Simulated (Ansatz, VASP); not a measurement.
## Two plane-wave programs on Be3BiAs

INCAR

```
  ALGO = Normal
  EDIFF = 1E-6
  ENCUT = 600
  GGA = PE
  GGA_COMPAT = False
  ISIF = 2
  ISMEAR = 0
  LASPH = True
  LCHARG = False
  LREAL = False
  LWAVE = False
  NBANDS = 21
  NELM = 120
  PREC = Accurate
  SIGMA = 0.05
```

File KPOINTS:

```
k-points
0
Gamma
  4 4 4
```

The input POSCAR:

```
Be3BiAs
1.0
    5.5000000000      0.0000000000      0.0000000000
    0.0000000000      5.5000000000      0.0000000000
    0.0000000000      0.0000000000      5.5000000000
As Bi Be
1 1 3
Direct
    0.0000000000      0.0000000000      0.0000000000
    0.5000000000      0.5000000000      0.5000000000
    0.5000000000      0.5000000000      0.0000000000
    0.5000000000      0.0000000000      0.5000000000
    0.0000000000      0.5000000000      0.5000000000
```

Input for Ansatz:

```yaml
crystal:
  lattice:
    - [5.5, 0.0, 0.0]
    - [0.0, 5.5, 0.0]
    - [0.0, 0.0, 5.5]
  atoms:
    - { symbol: As, position: [0.0, 0.0, 0.0] }
    - { symbol: Bi, position: [0.5, 0.5, 0.5] }
    - { symbol: Be, position: [0.5, 0.5, 0.0] }
    - { symbol: Be, position: [0.5, 0.0, 0.5] }
    - { symbol: Be, position: [0.0, 0.5, 0.5] }
basis:
  ecutwfc: 420
kpoints:
  mp_grid: { grid: [4, 4, 4] }
hamiltonian:
  xc: pbe
scf:
  occupations: { method: gaussian, width: 0.05 }
output:
  forces: true
  stress: true
  eigenvalues: true
```

Alike in both runs: task single point; functional PBE; k mesh 4 × 4 × 4; occupations gaussian, width 0.05 eV; no spin polarisation.

|  | VASP | Ansatz |
| --- | --- | --- |
| version | VASP 6.6.1 | Ansatz 0.2.0 |
| potentials or method | VASP PAW PBE potentials, release 64 (As, Bi_d, Be), cutoff 600 eV | scalar-relativistic, plane waves, PAW |
| valence electrons in the cell | 26 | 36 |

|  | VASP | Ansatz | Ansatz less VASP |
| --- | --- | --- | --- |
| gap on the k mesh at the Fermi level (eV) | none | none | - |
| pressure (GPa) | -7.5 | -7.5 | +0.01 |

A gap of «none» marks a metal or a gap that the smearing closes. VASP's potentials hold 26 valence electrons a cell and Ansatz's 36, so a difference there can come from the potentials and not from the codes.

Spin-orbit coupling is off throughout.
